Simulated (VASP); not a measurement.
# Nb (P6_3/mmc) in VASP: a series of runs

Runs on Nb. Level: PBEsol. Tasks: single point.

All numbers are computed with VASP 6.6.1; they aren't measurements. Logs are shortened: lines on timing, memory, paths and dates and some standing lists are left out, and cuts for length are marked.

### Step 1. The cell of the first run

The structure is hexagonal, space group P6_3/mmc (No. 194). Conventional cell: a = 2.903 Å, b = 2.903 Å, c = 10.679 Å, α = 90.00°, β = 90.00°, γ = 120.00°. Nb (site symmetry -3m) has 12 Nb at 2.90 to 3.15 Å within 3.8 Å. Within 3.8 Å of Nb (site symmetry -6m2) lie 12 Nb at 2.90 to 3.15 Å.

### Step 2. Single point, PBEsol (volume scaled by 1.08)

INCAR

```
ALGO     = Normal         # electronic algorithm
EDIFF    = 1E-7           # SCF threshold, eV
ENCUT    = 520            # plane-wave cutoff, eV
GGA      = PS             # functional
ISIF     = 2              # what is computed and relaxed
ISMEAR   = -1             # smearing method
LASPH    = T              # aspherical terms in the spheres
LCHARG   = F              # write CHGCAR
LREAL    = F              # projectors in reciprocal space
LWAVE    = F              # write WAVECAR
NBANDS   = 34             # bands
NELM     = 80             # most SCF steps
PREC     = Accurate       # precision mode
SIGMA    = 0.1            # smearing width, eV
```

KPOINTS

```
k-points
0
Gamma
  14 14 4
```

POSCAR

```
Nb
1.0
    2.9029806343      0.0000000000      0.0000000000
   -1.4514903172      2.5140549760      0.0000000000
    0.0000000000      0.0000000000     10.6792746759
Nb
4
Direct
    0.0000000000      1.0000000000      1.0000000000
    0.0000000000      1.0000000000      0.5000000000
    0.3333333333      0.6666666667      0.2500000000
    0.6666666667      0.3333333333      0.7500000000
```

Potentials or basis: VASP PAW PBE potentials, release 64 (Nb_sv).

The run is started by

```sh
$ cat potpaw_PBE.64/Nb_sv/POTCAR > POTCAR
$ mpirun -np 1 vasp_std > vasp.out
```

OUTCAR:

```text
EDIFF = 1E-7
   ENCUT = 520
   GGA = PS
   ISIF = 2
   ISMEAR = -1
   LASPH = T
   LREAL = F
   NELM = 80
   PREC = Accurate

 ion  position               nearest neighbor table
   1  0.000  0.000  0.000-
   2  0.000  0.000  0.500-
   3  0.333  0.667  0.250-
   4  0.667  0.333  0.750-

  LATTYP: Found a hexagonal cell.
 ALAT       =     2.9029806343
 C/A-ratio  =     3.6787274947

  Lattice vectors:

 A1 = (   2.9029806343,   0.0000000000,   0.0000000000)
 A2 = (  -1.4514903172,   2.5140549760,   0.0000000000)
 A3 = (   0.0000000000,   0.0000000000,  10.6792746759)

Analysis of symmetry for initial positions (statically):
=====================================================================
 Subroutine PRICEL returns:
 Original cell was already a primitive cell.

 Routine SETGRP: Setting up the symmetry group for a
 hexagonal supercell.

 Subroutine GETGRP returns: Found 24 space group operations
 (whereof 12 operations were pure point group operations)
 out of a pool of 24 trial point group operations.

The static configuration has the point symmetry D_3d.
 The point group associated with its full space group is D_6h.

Analysis of symmetry for dynamics (positions and initial velocities):
=====================================================================
 Subroutine PRICEL returns:
 Original cell was already a primitive cell.

 Routine SETGRP: Setting up the symmetry group for a
 hexagonal supercell.

 Subroutine GETGRP returns: Found 24 space group operations
 (whereof 12 operations were pure point group operations)
 out of a pool of 24 trial point group operations.

The dynamic configuration has the point symmetry D_3d.
 The point group associated with its full space group is D_6h.

 Subroutine INISYM returns: Found 24 space group operations
 (whereof 12 operations are pure point group operations),
 and found     1 'primitive' translations

----------------------------------------------------------------------------------------

                                     Primitive cell

  volume of cell :      77.9400

  direct lattice vectors                    reciprocal lattice vectors
     2.902980634  0.000000000  0.000000000     0.344473535  0.198881888  0.000000000
    -1.451490317  2.514054976  0.000000000     0.000000000  0.397763776  0.000000000
     0.000000000  0.000000000 10.679274676     0.000000000  0.000000000  0.093639318

  length of vectors
     2.902980634  2.902980634 10.679274676     0.397763776  0.397763776  0.093639318

  position of ions in fractional coordinates (direct lattice)
     0.000000000  0.000000000  0.000000000
     0.000000000  0.000000000  0.500000000
     0.333333333  0.666666667  0.250000000
     0.666666667  0.333333333  0.750000000

  ion indices of the primitive-cell ions
   primitive index   ion index
                 1           1
                 2           2
                 3           3
                 4           4

----------------------------------------------------------------------------------------

 KPOINTS: k-points

Automatic generation of k-mesh.
 Grid dimensions read from file:
 generate k-points for:   14   14    4

 Generating k-lattice:

  Cartesian coordinates                     Fractional coordinates (reciprocal lattice)
     0.024605252  0.014205849  0.000000000     0.071428571  0.000000000  0.000000000
     0.000000000  0.028411698  0.000000000     0.000000000  0.071428571  0.000000000
     0.000000000  0.000000000  0.023409830     0.000000000  0.000000000  0.250000000

  Length of vectors
     0.028411698  0.028411698  0.023409830

  Shift w.r.t. Gamma in fractional coordinates (k-lattice)
     0.000000000  0.000000000  0.000000000

 Subroutine IBZKPT returns following result:
 ===========================================

 Found     72 irreducible k-points:

 Following reciprocal coordinates:
            Coordinates               Weight
  0.000000  0.000000  0.000000      1.000000
  0.071429  0.000000  0.000000      6.000000
  0.142857  0.000000  0.000000      6.000000
  0.214286  0.000000  0.000000      6.000000
  0.285714  0.000000  0.000000      6.000000
  0.357143 -0.000000  0.000000      6.000000
[... 16 lines left out ...]
  0.285714  0.285714  0.000000      6.000000
  0.357143  0.285714  0.000000      6.000000
 [... further k-points ...]
   k-points           NKPTS =     72   k-points in BZ     NKDIM =     72   number of bands    NBANDS=     34
   number of dos      NEDOS =    301   number of ions     NIONS =      4
   total plane-waves  NPLWV =  46080
   dimension x,y,z NGX =    24 NGY =   24 NGZ =   80
   dimension x,y,z NGXF=    48 NGYF=   48 NGZF=  160
   ions per type =               4
   NGX,Y,Z   is equivalent  to a cutoff of  13.74, 13.74, 12.45 a.u.
   NGXF,Y,Z  is equivalent  to a cutoff of  27.49, 27.49, 24.91 a.u.
 SYSTEM =  unknown system
   PREC   = accura    normal or accurate (medium, high low for compatibility)
   ISTART =      0    job   : 0-new  1-cont  2-samecut
   ICHARG =      2    charge: 1-file 2-atom 10-const
   ISPIN  =      1    spin polarized calculation?
   LNONCOLLINEAR =      F non collinear calculations
   LSORBIT =      F    spin-orbit coupling
   LASPH  =      T    aspherical Exc in radial PAW
   ENCUT  =  520.0 eV  38.22 Ry    6.18 a.u.   5.40  5.40 19.86*2*pi/ulx,y,z
   NELM   =     80;   NELMIN=  2; NELMDL= -5     # of ELM steps
   EDIFF  = 0.1E-06   stopping-criterion for ELM
   LREAL  =      F    real-space projection
   EDIFFG = 0.1E-05   stopping-criterion for IOM
   NSW    =      0    number of steps for IOM
   IBRION =     -1    ionic relax: 0-MD 1-quasi-New 2-CG
   NFREE  =      0    steps in history (QN), initial steepest desc. (CG)
   ISIF   =      2    stress and relaxation
   ISYM   =      2    0-nonsym 1-usesym 2-fastsym
   POTIM  = 0.5000    time-step for ionic-motion
   TEBEG  =    0.0;   TEEND  =   0.0 temperature during run
   PSTRESS=    0.0 pullay stress
   NELECT =      52.0000    total number of electrons
   NUPDOWN=      -1.0000    fix difference up-down
   EMIN   =  10.00;   EMAX   =-10.00  energy-range for DOS
   EFERMI =   0.00;   METHOD = LEGACY
   ISMEAR =    -1;   SIGMA  =   0.10  broadening in eV -4-tet -1-fermi 0-gaus
   EFERMI_NEDOS =   21; number of points for ismear=-14 and -15
   IALGO  =     38    algorithm
   IMIX   =      4    mixing-type and parameters
     AMIX     =   0.40;   BMIX     =  1.00
     AMIX_MAG =   1.60;   BMIX_MAG =  1.00
  volume/ion in A,a.u.               =      19.49       131.49
  Fermi-wavevector in a.u.,A,eV,Ry     =   1.430504  2.703260 27.842166  2.046342
  Thomas-Fermi vector in A             =   2.550342
   LORBIT       =      0    0 simple, 1 ext, 2 COOP (PROOUT), +10 PAW based schemes
   GGA     = PS    functional components
   LHFCALC =     F    Hartree Fock is set to
   AEXX    =    0.0000 exact exchange contribution
   IVDW    =     0    specifies the selected vdW correction
   LEPSILON=     F    determine dielectric tensor
   LRPA    =     F    only Hartree local field effects (RPA)
 non-spin polarized calculation
  energy-cutoff  :      520.00
  volume of cell :       77.94
 maximum number of plane-waves:      2140
 NGX is ok and might be reduce to    24
   NGX = 11   NGY = 11   NGZ = 39

 number of electron      52.0000002 magnetization

 Free energy of the ion-electron system (eV)
  ---------------------------------------------------
  ext. energy  EPLUGINS =         0.00000000
  ---------------------------------------------------
  free energy    TOTEN  =       -42.45959027 eV

  energy without entropy =      -42.27367647  energy(sigma->0) =      -42.36663337

 E-fermi :  10.2956     XC(G=0): -12.2106

 val. band max:       10.2881497137   @ k =   0.0714   0.0714   0.5000
 cond. band min:      10.3000474875   @ k =   0.2143   0.2143   0.2500
 fundamental gap:      0.0118977737
 Fermi energy:        10.2956011243

 k-point     1 :       0.0000    0.0000    0.0000
  band No.  band energies     occupation
      1     -44.3867      2.00000
      2     -44.3480      2.00000
      3     -44.3229      2.00000
      4     -44.2836      2.00000
      5     -20.8163      2.00000
      6     -20.4424      2.00000
[... 26 lines left out ...]
     33      12.9607      0.00000
     34      12.9635      0.00000

 k-point     2 :       0.0714    0.0000    0.0000
  band No.  band energies     occupation
      1     -44.3771      2.00000
      2     -44.3394      2.00000
      3     -44.3143      2.00000
      4     -44.2761      2.00000
      5     -20.7989      2.00000
      6     -20.4364      2.00000
[... 26 lines left out ...]
     33      12.6646      0.00000
     34      12.7995      0.00000

 k-point     3 :       0.1429    0.0000    0.0000
  band No.  band energies     occupation
      1     -44.3499      2.00000
      2     -44.3152      2.00000
      3     -44.2902      2.00000
      4     -44.2551      2.00000
      5     -20.7490      2.00000
      6     -20.4244      2.00000
[... 26 lines left out ...]
     33      12.0279      0.00000
     34      12.4557      0.00000

 k-point     4 :       0.2143    0.0000    0.0000
  band No.  band energies     occupation
      1     -44.3099      2.00000
      2     -44.2801      2.00000
      3     -44.2550      2.00000
      4     -44.2249      2.00000
      5     -20.6733      2.00000
      6     -20.4392      2.00000
[... 26 lines left out ...]
     33      12.2596      0.00000
     34      12.3259      0.00000

 k-point     5 :       0.2857    0.0000    0.0000
  band No.  band energies     occupation
      1     -44.2643      2.00000
      2     -44.2408      2.00000
      3     -44.2157      2.00000
      4     -44.1920      2.00000
      5     -20.6097      2.00000
      6     -20.5815      2.00000
[... 621 lines left out ...]
 k-point    22 :       0.3571    0.2143    0.0000
  band No.  band energies     occupation
      1     -44.1616      2.00000
      2     -44.1579      2.00000
      3     -44.1328      2.00000
      4     -44.1291      2.00000
      5     -20.8313      2.00000
      6     -20.8179      2.00000
[... 26 lines left out ...]
     33      13.3087      0.00000
     34      14.0360      0.00000

 k-point    23 :       0.2857    0.2857    0.0000
  band No.  band energies     occupation
      1     -44.1590      2.00000
      2     -44.1560      2.00000
      3     -44.1308      2.00000
      4     -44.1278      2.00000
      5     -20.7537      2.00000
      6     -20.7414      2.00000
[... 26 lines left out ...]
     33      12.9458      0.00000
     34      14.1194      0.00000

 k-point    24 :       0.3571    0.2857    0.0000
  band No.  band energies     occupation
      1     -44.1511      2.00000
      2     -44.1504      2.00000
      3     -44.1252      2.00000
      4     -44.1246      2.00000
      5     -20.7294      2.00000
      6     -20.7148      2.00000
[... 26 lines left out ...]
     33      13.3838      0.00000
     34      13.9516      0.00000

 [... further k-points ...]
[... 5 lines left out ...]
  --------------------------------------------------------------------------------------
  -------------------------------------------------------------------------------------
  Total       -5.7776332     -5.7776332     -5.4941298      0.0000000      0.0000000      0.0000000
  in kB     -118.7681194   -118.7681194   -112.9402737      0.0000000      0.0000000      0.0000000
  external PRESSURE =    -116.8255042 kB  Pullay stress =       0.0000000 kB

 VOLUME and BASIS-vectors are now :
 -----------------------------------------------------------------------------
  energy-cutoff  :      520.00
  volume of cell :       77.94
      direct lattice vectors                 reciprocal lattice vectors
     2.902980634  0.000000000  0.000000000     0.344473535  0.198881888  0.000000000
    -1.451490317  2.514054976  0.000000000     0.000000000  0.397763776  0.000000000
     0.000000000  0.000000000 10.679274676     0.000000000  0.000000000  0.093639318

 POSITION                                       TOTAL-FORCE (eV/Angst)
 -----------------------------------------------------------------------------------
      0.00000      0.00000      0.00000        -0.000000     -0.000000     -0.000000
      0.00000      0.00000      5.33964         0.000000     -0.000000     -0.000000
     -0.00000      1.67604      2.66982         0.000000      0.000000     -0.000000
      1.45149      0.83802      8.00946        -0.000000      0.000000      0.000000
 -----------------------------------------------------------------------------------
    total drift:                               -0.000000      0.000000     -0.000000

  FREE ENERGIE OF THE ION-ELECTRON SYSTEM (eV)
  ---------------------------------------------------
  free  energy   TOTEN  =       -42.4595902707 eV

  energy  without entropy=      -42.2736764749  energy(sigma->0) =      -42.36663337
```

Wall time 1.9 min (1 thread of AMD EPYC 9R45 (Zen 5), shared host); peak memory 0.25 GiB.

Results:

```
Free energy            : -42.4596 eV
Pressure               : -11.7 GPa
Band gap on the k mesh : zero (band 26 reaches 11.17 eV, above the bottom of band 27 at 9.84 eV)
```

Levels at points of the mesh, in eV from the Fermi level:
```tsv
k point	band 24	band 25	band 26	band 27	band 28	band 29
(0.00, 0.00, 0.00)	0.30	0.30	0.30	0.41	0.41	0.57
(0.50, 0.00, 0.00)	-1.16	0.03	0.33	0.79	2.15	2.17
(0.00, 0.00, 0.50)	-0.47	0.37	0.37	0.37	0.37	0.61
(0.50, 0.00, 0.50)	-1.30	0.88	0.88	1.16	1.16	1.38
```

Caveat: the PAW data sets were made with another functional, which shifts forces and pressure a little.

### Step 3. Single point, PBEsol (volume scaled by 1.12)

INCAR

```
ALGO = Normal
EDIFF = 1E-6
ENCUT = 520
GGA = PS
ISIF = 2
ISMEAR = -1
LASPH = True
LCHARG = False
LREAL = False
LWAVE = False
NBANDS = 34
NELM = 100
PREC = Accurate
SIGMA = 0.1
```

KPOINTS is that of step 2.

POSCAR

```
Nb
1.0
    2.9383863266      0.0000000000      0.0000000000
   -1.4691931633      2.5447172049      0.0000000000
    0.0000000000      0.0000000000     10.8095225695
Nb
4
Direct
    0.0000000000      1.0000000000      1.0000000000
    0.0000000000      1.0000000000      0.5000000000
    0.3333333333      0.6666666667      0.2500000000
    0.6666666667      0.3333333333      0.7500000000
```

Potentials or basis: VASP PAW PBE potentials, release 64 (Nb_sv).

The run is started by

```sh
$ cat potpaw_PBE.64/Nb_sv/POTCAR > POTCAR
$ mpirun -np 1 vasp_std > vasp.out
```

Wall time 1.8 min (1 thread of AMD EPYC 9R45 (Zen 5), shared host); peak memory 0.26 GiB.

Results (log left out):

| Quantity | Value |
| --- | --- |
| Free energy | -42.2111 eV |
| Pressure | -16.0 GPa |
| Band gap on the k mesh | zero (band 26 reaches 10.63 eV, above the bottom of band 27 at 9.40 eV) |

Stress tensor (GPa, compression positive):
```
-16.32   0.00   0.00
  0.00 -16.32   0.00
  0.00   0.00 -15.31
```

Levels at points of the mesh, in eV from the Fermi level:
```csv
k point,band 22,band 23,band 24,band 25,band 26,band 27,band 28,band 29,band 30,band 31
"(0.00, 0.00, 0.00)",-1.13,-0.86,0.23,0.31,0.31,0.41,0.41,0.57,0.57,0.68
"(0.50, 0.00, 0.00)",-2.05,-1.94,-1.08,0.00,0.31,0.79,2.05,2.08,2.10,2.68
"(0.00, 0.00, 0.50)",-1.01,-0.49,-0.49,0.37,0.37,0.37,0.37,0.60,0.60,0.60
"(0.50, 0.00, 0.50)",-2.71,-1.22,-1.22,0.81,0.81,1.13,1.13,1.30,1.30,3.33
```

Caveat: the PAW data sets were made with another functional, which shifts forces and pressure a little.
